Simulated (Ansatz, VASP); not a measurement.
## MgO2 in VASP and in Ansatz

POSCAR

```
MgO2
1.0
    1.6288324313      0.9404068427      3.5987982411
   -1.6288324313      0.9404068427      3.5987982411
    0.0000000000     -1.8808136853      3.5987982411
Mg O
1 2
Direct
    0.0000000000      0.0000000000      0.0000000000
    0.4287860000      0.4287860000      0.4287860000
    0.5712140000      0.5712140000      0.5712140000
```

INCAR.step1

```
SYSTEM = MgO2
PREC = Accurate
ENCUT = 520
ISMEAR = 0
SIGMA = 0.05
LREAL = .False.
LASPH = .True.
NELM = 100
NBANDS = 14
GGA = PE
ALGO = Normal
EDIFF = 1E-4
LWAVE = .True.
LCHARG = .False.
```

INCAR.step2

```
SYSTEM = MgO2
PREC = Accurate
ENCUT = 520
EDIFF = 1E-7
ISMEAR = 0
SIGMA = 0.05
LREAL = .False.
LASPH = .True.
NELM = 100
ALGO = Normal
ISIF = 2
LWAVE = .False.
LCHARG = .True.
METAGGA = R2SCAN
LMIXTAU = .True.
LELF = .True.
LVHAR = .True.
NBANDS = 14
ISTART = 1
```

Contents of KPOINTS:

```
Automatic mesh
0
Gamma
  12 12 12
  0 0 0
```

Input for Ansatz:

```yaml
crystal:
  lattice:
    - [1.6288324313, 0.9404068427, 3.5987982411]
    - [-1.6288324313, 0.9404068427, 3.5987982411]
    - [0.0, -1.8808136853, 3.5987982411]
  atoms:
    - { symbol: Mg, position: [0.0, 0.0, 0.0] }
    - { symbol: O, position: [0.428786, 0.428786, 0.428786] }
    - { symbol: O, position: [0.571214, 0.571214, 0.571214] }
basis:
  ecutwfc: 500
kpoints:
  mp_grid: { grid: [12, 12, 12] }
hamiltonian:
  xc: r2scan
scf:
  occupations: { method: gaussian, width: 0.05 }
output:
  forces: true
  stress: true
  eigenvalues: true
```

Change from the starting cell: strain +0.015 along x and y, +0.030 along z, atoms carried along.

Alike in both runs: task single point; functional r2SCAN; k mesh 12 × 12 × 12; occupations gaussian, width 0.05 eV; no spin polarisation.

|  | VASP | Ansatz |
| --- | --- | --- |
| version | VASP 6.6.1 | Ansatz 0.2.0 |
| potentials or method | VASP PAW PBE potentials, release 64 (Mg, O), cutoff 520 eV | scalar-relativistic, plane waves, PAW |
| valence electrons in the cell | 14 | 22 |

|  | VASP | Ansatz | Ansatz less VASP |
| --- | --- | --- | --- |
| gap on the k mesh at the Fermi level (eV) | 2.36 | 2.39 | +0.027 |
| least direct gap on the mesh (eV) | 2.36 | 2.39 | +0.027 |
| pressure (GPa) | -12.9 | -12.5 | +0.46 |
| traceless stress, the component that is largest in VASP (GPa) | -6.28 | -7.36 | -1.082 |
| rms of the force components (eV/Å) | 0.236 | 0.333 | +0.0969 |

VASP's potentials were made for PBE, not for r2SCAN. Atom by atom the forces differ by 0.097 eV/Å (rms over components). The functional is the same, so the differences come from potentials, cutoffs and numerics. VASP's potentials hold 14 valence electrons a cell and Ansatz's 22, so a difference there can come from the potentials and not from the codes.
